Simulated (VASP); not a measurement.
Input of a VASP 6.6.1 run:

The input INCAR:

```
PREC = Accurate ; ENCUT = 520
EDIFF = 1E-6 ; ISMEAR = 0
SIGMA = 0.15 ; LREAL = False
LASPH = True ; NELM = 100
ALGO = Fast ; ISIF = 2
LWAVE = False ; LCHARG = False
GGA = PS ; NBANDS = 12
```

Contents of KPOINTS:

```
regular mesh
0
Gamma
  22 22 22
```

POSCAR

```
Nb
1.0
   -0.4583504489      1.9124277349      1.9124277349
    1.9124277349     -0.4583504489      1.9124277349
    1.9124277349      1.9124277349     -0.4583504489
Nb
1
Direct
    0.0000000000      0.0000000000      0.0000000000
```

Potentials or basis: VASP PAW PBE potentials, release 64 (Nb_sv).

Command:

```bash
$ cat potpaw_PBE.64/Nb_sv/POTCAR > POTCAR
$ mpirun -np 1 vasp_std > vasp.out
```

Task: Predict the pressure.

Result: -6.4 GPa.

Stress tensor (GPa, compression positive):
```
-6.39  6.23  6.23
 6.23 -6.39  6.23
 6.23  6.23 -6.39
```

Caveat: the PAW data sets were made with another functional, which shifts forces and pressure a little.
